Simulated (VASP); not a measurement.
SiNi2: single point with r2SCAN

Crystal: SiNi2.

```
Si Ni
1.0
     3.21793    0.00000    0.00000
    -1.60897    2.78681    0.00000
     0.00000    0.00000    3.47451
Si Ni
1 2
Direct
  0.00000 0.00000 0.00000
  0.33333 0.66667 0.50000
  0.66667 0.33333 0.50000
```

```json
{
  "Program": "VASP 6.6.1",
  "Task": "single point",
  "Functional": "r2SCAN",
  "Potentials or basis": "VASP PAW PBE potentials, release 64 (Si, Ni)",
  "Cutoff": "520 eV",
  "k mesh": "6 × 6 × 6",
  "Occupations": "gaussian, width 0.1 eV",
  "Spin": "collinear spin, ferromagnetic start",
  "Starting moments": "[0.0, 2.0, 2.0] μB",
  "Dipole correction": "no",
  "Further INCAR settings": "ALGO = Normal; EDIFF = 1e-06; NBANDS = 23"
}
```

```json
{"Pressure": "77.3 GPa", "Band gap on the k mesh": "zero (filled and empty bands overlap)", "Net moment": "0.00 μB per cell", "Valence electrons inside the program's atomic spheres": "Si 1.55; Ni 10.25"}
```

Stress tensor (GPa, compression positive):
```
115.86   0.00   0.00
  0.00 115.86   0.00
  0.00   0.00   0.08
```

Levels at points of the mesh, in eV from the Fermi level:
Spin up:
```csv
k point,band 10,band 11,band 12,band 13,band 14,band 15
"(0.00, 0.00, 0.00)",-1.54,-1.54,-1.35,4.71,5.09,5.09
"(0.50, 0.00, 0.00)",-0.83,-0.77,-0.14,0.29,4.26,5.52
"(0.00, 0.00, 0.50)",-1.97,-1.97,-0.92,5.79,5.79,10.09
"(0.50, 0.00, 0.50)",-0.96,-0.83,-0.81,-0.69,0.96,4.38
```
Spin down:
```tsv
k point	band 9	band 10	band 11	band 12	band 13	band 14	band 15	band 16
(0.00, 0.00, 0.00)	-2.30	-1.54	-1.54	-1.35	4.71	5.09	5.09	7.23
(0.50, 0.00, 0.00)	-2.61	-0.83	-0.77	-0.14	0.29	4.26	5.52	5.79
(0.00, 0.00, 0.50)	-3.87	-1.97	-1.97	-0.92	5.79	5.79	10.09	10.87
(0.50, 0.00, 0.50)	-1.67	-0.96	-0.83	-0.81	-0.69	0.96	4.38	4.56
```

Run time: 49 s on 1 thread of Intel(R) Xeon(R) 6975P-C (Granite Rapids), on a shared host, peak memory 0.17 GiB.

Caveat: the k points lie up to 0.38 Å⁻¹ apart; the starting moments collapsed, and a magnetic state may lie lower; the PAW data sets were made with another functional, which shifts forces and pressure a little.
